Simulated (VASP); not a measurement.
A run of VASP 6.6.1 is set up as follows.

INCAR

```
SYSTEM = InP
PREC = Accurate
ENCUT = 520
EDIFF = 1E-6
ISMEAR = 0
SIGMA = 0.05
LREAL = .False.
LASPH = .True.
NELM = 100
ALGO = Normal
ISIF = 2
LWAVE = .False.
LCHARG = .False.
GGA = PE
NBANDS = 16
```

File KPOINTS:

```
Automatic mesh
0
Gamma
  8 8 8
  0 0 0
```

POSCAR

```
InP
1.0
    0.0000000000      2.8865425000      2.8865425000
    2.8865425000      0.0000000000      2.8865425000
    2.8865425000      2.8865425000      0.0000000000
In P
1 1
Direct
    0.0000000000      0.0000000000      0.0000000000
    0.7500000000      0.7500000000      0.7500000000
```

Potentials or basis: VASP PAW PBE potentials, release 64 (In_d, P).

The run is started by

```console
$ cat potpaw_PBE.64/In_d/POTCAR potpaw_PBE.64/P/POTCAR > POTCAR
$ mpirun -np 1 vasp_std > vasp.out
```

Problem. Predict the band gap on the k mesh.

Solution. 0.96 eV, direct.

Problem. Predict the pressure.

Solution. 7.0 GPa.

Caveat: the cell differs from its parent crystal (strain -0.015 along x and y, -0.015 along z); spin-orbit coupling is left out, which moves the levels of the heavy elements.
